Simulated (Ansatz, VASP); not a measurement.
## One calculation of TiC, two programs

INCAR

```
SYSTEM = TiC
PREC = Accurate
ENCUT = 600
EDIFF = 1E-7
ISMEAR = 0
SIGMA = 0.2
LREAL = .FALSE.
LASPH = .TRUE.
NELM = 60
ALGO = Normal
ISIF = 3
LWAVE = .FALSE.
LCHARG = .FALSE.
IBRION = 2
NSW = 80
EDIFFG = -0.001
```

KPOINTS

```
Automatic mesh
0
G
  16 16 16
  0 0 0
```

The input POSCAR:

```
TiC
1.0
    0.0000000000      2.1593000000      2.1593000000
    2.1593000000      0.0000000000      2.1593000000
    2.1593000000      2.1593000000      0.0000000000
Ti C
1 1
Direct
    0.0000000000      0.0000000000      0.0000000000
    0.5000000000      0.5000000000      0.5000000000
```

Input for Ansatz:

```yaml
crystal:
  lattice:
    - [0.0, 2.1593, 2.1593]
    - [2.1593, 0.0, 2.1593]
    - [2.1593, 2.1593, 0.0]
  atoms:
    - { symbol: Ti, position: [0.0, 0.0, 0.0] }
    - { symbol: C, position: [0.5, 0.5, 0.5] }
scf:
  occupations: { method: gaussian, width: 0.2 }
output:
  forces: true
  stress: true
  eigenvalues: true
  write_density: true
  write_potential: true
  elf: true
  volumetric_format: npy
hamiltonian:
  xc: lda
relax:
  f_tol: 0.001
  max_steps: 60
  cell: { stress_tol: 0.03 }
kpoints:
  mp_grid: { grid: [16, 16, 16] }
```

Alike in both runs: task relaxation of cell and atoms; functional LDA; k mesh 16 × 16 × 16; occupations gaussian, width 0.2 eV; no spin polarisation.

```csv
,VASP,Ansatz
version,VASP 6.6.1,Ansatz 0.2.0
potentials or method,"VASP PAW LDA potentials, release 64 (Ti_sv, C)","scalar-relativistic, plane waves, PAW"
plane-wave cutoff (eV),600,420
valence electrons in the cell,16,16
```

|  | VASP | Ansatz | Ansatz less VASP |
| --- | --- | --- | --- |
| gap on the k mesh at the Fermi level, each at its own relaxed structure (eV) | none | none | - |
| relaxed volume (Å³/atom) | 9.69 | 9.67 | -0.019 |
| relaxed length of the cell vector where the two differ most in proportion (Å) | 3.015 | 3.013 | -0.0020 |

LDA's correlation is that of Perdew and Zunger in VASP and of Perdew and Wang (1992) in Ansatz. A gap of «none» marks a metal or a gap that the smearing closes.
